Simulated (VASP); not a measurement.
# LaSb (Fm-3m) in VASP: a series of runs

LaSb is run at these levels: LDA+U, LDA; tasks: electric field gradients.

Everything below comes from runs of VASP 6.6.1. Logs are shortened: lines on timing, memory, paths and dates and some standing lists are left out, and cuts for length are marked.

## Step 1: The cell of the first run

It takes space group Fm-3m (No. 225, cubic). The conventional cell has a = 4.973 Å, b = 4.973 Å, c = 4.973 Å, α = 90.00°, β = 90.00°, γ = 90.00°. La (site symmetry m-3m) has 6 Sb at 2.49 Å within 3.3 Å. Sb (site symmetry m-3m) has 6 La at 2.49 Å within 3.3 Å.

## Step 2: Electric field gradients, LDA+U

INCAR

```
PREC = Accurate
ENCUT = 520
EDIFF = 1E-8
ISMEAR = -1
SIGMA = 0.05
LREAL = F
LASPH = T
NELM = 150
ALGO = Normal
ISIF = 2
LWAVE = F
LCHARG = F
LMAXMIX = 6
LDAU = T
LDAUTYPE = 2
LDAUL = 3 -1
LDAUU = 2 0
LDAUJ = 0 0
LDAUPRINT = 1
GGA = CA
LEFG = T
NBANDS = 15
```

KPOINTS

```
regular mesh
0
Gamma
  10 10 10
```

POSCAR

```
LaSb
1.0
    0.0000000000      2.4866741081      2.4866741081
    2.4866741081      0.0000000000      2.4866741081
    2.4866741081      2.4866741081      0.0000000000
La Sb
1 1
Direct
    0.0000000000      0.0000000000      0.0000000000
    0.5000000000      0.5000000000      0.5000000000
```

Potentials or basis: VASP PAW LDA potentials, release 64 (La, Sb).

Started as:

```sh
cat potpaw_LDA.64/La/POTCAR potpaw_LDA.64/Sb/POTCAR > POTCAR
mpirun -np 1 vasp_std > vasp.out
```

OUTCAR:

```text
PREC = Accurate
   ENCUT = 520
   EDIFF = 1E-8
   ISMEAR = -1
   LREAL = F
   LASPH = T
   NELM = 150
   ISIF = 2
   GGA = CA

 ion  position               nearest neighbor table
   1  0.000  0.000  0.000-   2 2.49   2 2.49   2 2.49   2 2.49   2 2.49   2 2.49
   2  0.500  0.500  0.500-   1 2.49   1 2.49   1 2.49   1 2.49   1 2.49   1 2.49

  LATTYP: Found a face centered cubic cell.
 ALAT       =     4.9733482162

  Lattice vectors:

 A1 = (   0.0000000000,   2.4866741081,   2.4866741081)
 A2 = (   2.4866741081,   0.0000000000,   2.4866741081)
 A3 = (   2.4866741081,   2.4866741081,   0.0000000000)

Analysis of symmetry for initial positions (statically):
=====================================================================
 Subroutine PRICEL returns:
 Original cell was already a primitive cell.

 Routine SETGRP: Setting up the symmetry group for a
 face centered cubic supercell.

 Subroutine GETGRP returns: Found 48 space group operations
 (whereof 48 operations were pure point group operations)
 out of a pool of 48 trial point group operations.

The static configuration has the point symmetry O_h .

Analysis of symmetry for dynamics (positions and initial velocities):
=====================================================================
 Subroutine PRICEL returns:
 Original cell was already a primitive cell.

 Routine SETGRP: Setting up the symmetry group for a
 face centered cubic supercell.

 Subroutine GETGRP returns: Found 48 space group operations
 (whereof 48 operations were pure point group operations)
 out of a pool of 48 trial point group operations.

The dynamic configuration has the point symmetry O_h .

 Subroutine INISYM returns: Found 48 space group operations
 (whereof 48 operations are pure point group operations),
 and found     1 'primitive' translations

----------------------------------------------------------------------------------------

                                     Primitive cell

  volume of cell :      30.7529

  direct lattice vectors                    reciprocal lattice vectors
     0.000000000  2.486674108  2.486674108    -0.201071784  0.201071784  0.201071784
     2.486674108  0.000000000  2.486674108     0.201071784 -0.201071784  0.201071784
     2.486674108  2.486674108  0.000000000     0.201071784  0.201071784 -0.201071784

  length of vectors
     3.516688249  3.516688249  3.516688249     0.348266546  0.348266546  0.348266546

  position of ions in fractional coordinates (direct lattice)
     0.000000000  0.000000000  0.000000000
     0.500000000  0.500000000  0.500000000

  ion indices of the primitive-cell ions
   primitive index   ion index
                 1           1
                 2           2

----------------------------------------------------------------------------------------

 KPOINTS: regular mesh

Automatic generation of k-mesh.
 Grid dimensions read from file:
 generate k-points for:   10   10   10

 Generating k-lattice:

  Cartesian coordinates                     Fractional coordinates (reciprocal lattice)
    -0.020107178  0.020107178  0.020107178     0.100000000  0.000000000  0.000000000
     0.020107178 -0.020107178  0.020107178     0.000000000  0.100000000  0.000000000
     0.020107178  0.020107178 -0.020107178     0.000000000  0.000000000  0.100000000

  Length of vectors
     0.034826655  0.034826655  0.034826655

  Shift w.r.t. Gamma in fractional coordinates (k-lattice)
     0.000000000  0.000000000  0.000000000

 Subroutine IBZKPT returns following result:
 ===========================================

 Found     47 irreducible k-points:

 Following reciprocal coordinates:
            Coordinates               Weight
  0.000000  0.000000  0.000000      1.000000
  0.100000  0.000000  0.000000      8.000000
  0.200000  0.000000  0.000000      8.000000
[... 73 lines left out ...]
   LEPSILON=     F    determine dielectric tensor
   LRPA    =     F    only Hartree local field effects (RPA)
 non-spin polarized calculation
  energy-cutoff  :      520.00
  volume of cell :       30.75
 maximum number of plane-waves:       869
 NGX is ok and might be reduce to    28
   NGX = 13   NGY = 13   NGZ = 13

atom =   1  type =  1  l = 3

 onsite density matrix

spin component  1

  0.0274  0.0000  0.0089  0.0000  0.0000 -0.0000  0.0000
  0.0000  0.0117  0.0000 -0.0000 -0.0000  0.0000 -0.0000
  0.0089  0.0000  0.0228  0.0000  0.0000  0.0000 -0.0000
  0.0000 -0.0000  0.0000  0.0343  0.0000 -0.0000  0.0000
  0.0000 -0.0000  0.0000  0.0000  0.0228  0.0000 -0.0089
 -0.0000  0.0000  0.0000 -0.0000  0.0000  0.0159  0.0000
  0.0000 -0.0000 -0.0000  0.0000 -0.0089  0.0000  0.0274

spin component  2

  0.0274  0.0000  0.0089  0.0000  0.0000 -0.0000  0.0000
  0.0000  0.0117  0.0000 -0.0000 -0.0000  0.0000 -0.0000
  0.0089  0.0000  0.0228  0.0000  0.0000  0.0000 -0.0000
  0.0000 -0.0000  0.0000  0.0343  0.0000 -0.0000  0.0000
  0.0000 -0.0000  0.0000  0.0000  0.0228  0.0000 -0.0089
 -0.0000  0.0000  0.0000 -0.0000  0.0000  0.0159  0.0000
  0.0000 -0.0000 -0.0000  0.0000 -0.0089  0.0000  0.0274

 occupancies and eigenvectors

  o =  0.0117  v =  0.0000  0.0000  0.0000  0.0000  0.0000  0.0000  0.0000  0.0000  1.0000 -0.0000  0.0000 -0.0000  0.0000 -0.0000      0.0000  0.0000  0.0000  0.0000  0.0000  0.0000  0.0000  0.0000  0.0000  0.0000  0.0000  0.0000  0.0000  0.0000
  o =  0.0117  v =  0.0000  1.0000 -0.0000 -0.0000 -0.0000  0.0000 -0.0000  0.0000  0.0000  0.0000  0.0000  0.0000  0.0000  0.0000      0.0000  0.0000  0.0000  0.0000  0.0000  0.0000  0.0000  0.0000  0.0000  0.0000  0.0000  0.0000  0.0000  0.0000
  o =  0.0159  v =  0.0065 -0.0000 -0.0083  0.0000 -0.0086  0.9999 -0.0066  0.0000  0.0000  0.0000  0.0000  0.0000  0.0000  0.0000      0.0000  0.0000  0.0000  0.0000  0.0000  0.0000  0.0000  0.0000  0.0000  0.0000  0.0000  0.0000  0.0000  0.0000
  o =  0.0159  v =  0.0000  0.0000  0.0000  0.0000  0.0000  0.0000  0.0000  0.0077 -0.0000 -0.0099  0.0000 -0.0091  0.9999 -0.0070      0.0000  0.0000  0.0000  0.0000  0.0000  0.0000  0.0000  0.0000  0.0000  0.0000  0.0000  0.0000  0.0000  0.0000
  o =  0.0159  v =  0.0000  0.0000  0.0000  0.0000  0.0000  0.0000  0.0000  0.6123  0.0000 -0.7905 -0.0000 -0.0066 -0.0127 -0.0051      0.0000  0.0000  0.0000  0.0000  0.0000  0.0000  0.0000  0.0000  0.0000  0.0000  0.0000  0.0000  0.0000  0.0000
  o =  0.0159  v =  0.6123 -0.0000 -0.7905 -0.0000 -0.0089 -0.0107 -0.0069  0.0000  0.0000  0.0000  0.0000  0.0000  0.0000  0.0000      0.0000  0.0000  0.0000  0.0000  0.0000  0.0000  0.0000  0.0000  0.0000  0.0000  0.0000  0.0000  0.0000  0.0000
  o =  0.0159  v =  0.0000  0.0000  0.0000  0.0000  0.0000  0.0000  0.0000 -0.0052 -0.0000  0.0068  0.0000 -0.7905 -0.0113 -0.6123      0.0000  0.0000  0.0000  0.0000  0.0000  0.0000  0.0000  0.0000  0.0000  0.0000  0.0000  0.0000  0.0000  0.0000
  o =  0.0159  v = -0.0070 -0.0000  0.0090  0.0000 -0.7905 -0.0107 -0.6123  0.0000  0.0000  0.0000  0.0000  0.0000  0.0000  0.0000      0.0000  0.0000  0.0000  0.0000  0.0000  0.0000  0.0000  0.0000  0.0000  0.0000  0.0000  0.0000  0.0000  0.0000
  o =  0.0343  v =  0.0000  0.0000  0.0000  0.0000  0.0000  0.0000  0.0000 -0.0000 -0.0000 -0.0000  1.0000  0.0058 -0.0000 -0.0075      0.0000  0.0000  0.0000  0.0000  0.0000  0.0000  0.0000  0.0000  0.0000  0.0000  0.0000  0.0000  0.0000  0.0000
  o =  0.0343  v =  0.0000 -0.0000  0.0000 -0.9993 -0.0234  0.0000  0.0303  0.0000  0.0000  0.0000  0.0000  0.0000  0.0000  0.0000      0.0000  0.0000  0.0000  0.0000  0.0000  0.0000  0.0000  0.0000  0.0000  0.0000  0.0000  0.0000  0.0000  0.0000
  o =  0.0343  v = -0.0000 -0.0000 -0.0000 -0.0383  0.6119 -0.0000 -0.7900  0.0000  0.0000  0.0000  0.0000  0.0000  0.0000  0.0000      0.0000  0.0000  0.0000  0.0000  0.0000  0.0000  0.0000  0.0000  0.0000  0.0000  0.0000  0.0000  0.0000  0.0000
  o =  0.0343  v =  0.0000  0.0000  0.0000  0.0000  0.0000  0.0000  0.0000  0.0000  0.0000  0.0000  0.0095 -0.6123  0.0000  0.7905      0.0000  0.0000  0.0000  0.0000  0.0000  0.0000  0.0000  0.0000  0.0000  0.0000  0.0000  0.0000  0.0000  0.0000
  o =  0.0343  v =  0.7906 -0.0000  0.6124  0.0000  0.0000  0.0000 -0.0000  0.0000  0.0000  0.0000  0.0000  0.0000  0.0000  0.0000      0.0000  0.0000  0.0000  0.0000  0.0000  0.0000  0.0000  0.0000  0.0000  0.0000  0.0000  0.0000  0.0000  0.0000
  o =  0.0343  v =  0.0000  0.0000  0.0000  0.0000  0.0000  0.0000  0.0000  0.7906 -0.0000  0.6124  0.0000  0.0000  0.0000 -0.0000      0.0000  0.0000  0.0000  0.0000  0.0000  0.0000  0.0000  0.0000  0.0000  0.0000  0.0000  0.0000  0.0000  0.0000

 number of electron      16.0000000 magnetization

 Free energy of the ion-electron system (eV)
  ---------------------------------------------------
  ext. energy  EPLUGINS =         0.00000000
  ---------------------------------------------------
  free energy    TOTEN  =        -0.66197571 eV

  energy without entropy =       -0.65735339  energy(sigma->0) =       -0.65966455

 E-fermi :  18.6990     XC(G=0): -13.3492

 val. band max:       18.6814642918   @ k =   0.3000   0.1000   0.0000
 cond. band min:      18.7952687285   @ k =   0.1000   0.0000   0.0000
 fundamental gap:      0.1138044367
 Fermi energy:        18.6989990171

 k-point     1 :       0.0000    0.0000    0.0000
  band No.  band energies     occupation
      1     -14.1163      2.00000
      2       2.9755      2.00000
      3       2.9755      2.00000
      4       2.9755      2.00000
      5       8.1183      2.00000
      6      18.2988      1.99933
      7      18.2988      1.99933
      8      18.2988      1.99933
      9      18.9401      0.01597
     10      18.9401      0.01597
     11      18.9401      0.01597
     12      20.2606      0.00000
     13      21.1011      0.00000
     14      21.1011      0.00000
[... 401 lines left out ...]
      2       0.1407      2.00000
      3       1.8690      2.00000
      4       2.0139      2.00000
      5       8.4852      2.00000
      6      15.3055      2.00000
      7      17.2405      2.00000
      8      18.3912      1.99577
      9      19.2887      0.00002
     10      22.0517      0.00000
     11      22.2594      0.00000
     12      22.4845      0.00000
     13      22.8189      0.00000
     14      23.3789      0.00000
     15      23.6618      0.00000

 [... further k-points ...]
[... 5 lines left out ...]
  --------------------------------------------------------------------------------------
  -------------------------------------------------------------------------------------
  Total       39.7569364     39.7569364     39.7569364      0.0000000      0.0000000      0.0000000
  in kB     2071.2707879   2071.2707879   2071.2707879      0.0000000      0.0000000      0.0000000
  external PRESSURE =    2071.2707879 kB  Pullay stress =       0.0000000 kB

 VOLUME and BASIS-vectors are now :
 -----------------------------------------------------------------------------
  energy-cutoff  :      520.00
  volume of cell :       30.75
      direct lattice vectors                 reciprocal lattice vectors
     0.000000000  2.486674108  2.486674108    -0.201071784  0.201071784  0.201071784
     2.486674108  0.000000000  2.486674108     0.201071784 -0.201071784  0.201071784
     2.486674108  2.486674108  0.000000000     0.201071784  0.201071784 -0.201071784

 POSITION                                       TOTAL-FORCE (eV/Angst)
 -----------------------------------------------------------------------------------
      0.00000      0.00000      0.00000        -0.000000      0.000000      0.000000
      2.48667      2.48667      2.48667         0.000000     -0.000000     -0.000000
 -----------------------------------------------------------------------------------
    total drift:                               -0.000000      0.000000      0.000000

  FREE ENERGIE OF THE ION-ELECTRON SYSTEM (eV)
  ---------------------------------------------------
  free  energy   TOTEN  =        -0.6619757093 eV

  energy  without entropy=       -0.6573533853  energy(sigma->0) =       -0.65966455

 Electric field gradients (V/A^2)
---------------------------------------------------------------------
 ion       V_xx      V_yy      V_zz      V_xy      V_xz      V_yz
---------------------------------------------------------------------
   1      -0.000     0.000     0.000    -0.000    -0.000    -0.000
   2      -0.000     0.000     0.000    -0.000    -0.000    -0.000
---------------------------------------------------------------------

 Electric field gradients after diagonalization (V/A^2)
 (convention: |V_zz| > |V_xx| > |V_yy|)
----------------------------------------------------------------------
 ion       V_xx      V_yy      V_zz     asymmetry (V_yy - V_xx)/ V_zz
----------------------------------------------------------------------
   1       0.000     0.000    -0.000       0.000
   2       0.000     0.000    -0.000       0.000
----------------------------------------------------------------------

           NMR quadrupolar parameters

 Cq : quadrupolar parameter    Cq=e*Q*V_zz/h
 eta: asymmetry parameters     (V_yy - V_xx)/ V_zz
 Q  : nuclear electric quadrupole moment in mb (millibarn)
----------------------------------------------------------------------
 ion       Cq(MHz)       eta       Q (mb)
----------------------------------------------------------------------
   1      -0.000       0.000       1.000
   2      -0.000       0.000       1.000
----------------------------------------------------------------------
```

Run time: 13 s. Hardware: 1 thread of Intel Xeon 6975P-C (Granite Rapids), shared host; peak memory 0.17 GiB.

What came out:

```
Free energy                             : -0.6620 eV
Pressure                                : 207.1 GPa
Band gap on the k mesh                  : zero (bands 8 and 9 overlap by 2.00 eV)
Largest electric field gradient by atom : zero within the noise of the run
```

Levels at points of the mesh, in eV from the Fermi level:
```csv
k point,band 6,band 7,band 8,band 9,band 10,band 11
"(0.00, 0.00, 0.00)",-0.40,-0.40,-0.40,0.24,0.24,0.24
"(0.50, 0.00, 0.00)",-4.60,-4.60,-4.47,2.46,3.42,3.42
"(0.50, 0.50, 0.00)",-3.93,1.21,1.21,1.43,3.44,4.05
```

Eigenvalues of the final occupation matrices:
```csv
site,spin,trace,eigenvalues
site 1 f,1,0.16,0.01 0.02 0.02 0.02 0.03 0.03 0.03
site 1 f,2,0.16,0.01 0.02 0.02 0.02 0.03 0.03 0.03
```

Caveat: the cell stands under pressure; spin-orbit coupling is left out, which moves the levels of the heavy elements; U without spin polarisation on a metal has little footing; the U is typed as a test and isn't derived for this compound.

(Part 1 of 2 ends here.)
